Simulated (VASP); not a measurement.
Input of a VASP 6.6.1 run:

Contents of INCAR:

```
PREC     = Accurate       # precision mode
ENCUT    = 520            # plane-wave cutoff, eV
EDIFF    = 1E-6           # SCF threshold, eV
ISMEAR   = 0              # smearing method
SIGMA    = 0.1            # smearing width, eV
LREAL    = F              # projectors in reciprocal space
LASPH    = T              # aspherical terms in the spheres
NELM     = 100            # most SCF steps
ALGO     = Normal         # electronic algorithm
ISIF     = 2              # what is computed and relaxed
LWAVE    = F              # write WAVECAR
LCHARG   = F              # write CHGCAR
GGA      = PE             # functional
NBANDS   = 26             # bands
```

Contents of KPOINTS:

```
regular mesh
0
Gamma
  6 4 4
```

File POSCAR:

```
C
1.0
   -2.5115649967      0.0000000000      0.0000000000
    0.0000000000      0.0000000000     -4.1803736140
   -0.0000000001     -4.3501581809      0.0000000000
C
8
Direct
    0.5000000000      0.4372692189      0.8333333333
    1.0000000000      0.4372692189      0.3333333333
    0.0000000000      0.9372692189      0.6666666667
    0.5000000000      0.9372692189      0.1666666667
    0.5000000000      0.0627307811      0.8333333333
    1.0000000000      0.0627307811      0.3333333333
    0.0000000000      0.5627307811      0.6666666667
    0.5000000000      0.5627307811      0.1666666667
```

Potentials or basis: VASP PAW PBE potentials, release 64 (C).

Run with:

```console
$ cat potpaw_PBE.64/C/POTCAR > POTCAR
$ mpirun -np 1 vasp_std > vasp.out
```

(1) What does it give for the band gap on the k mesh?

(2) What does it give for the pressure?

Answers

(1) 3.34 eV.

(2) 0.7 GPa.
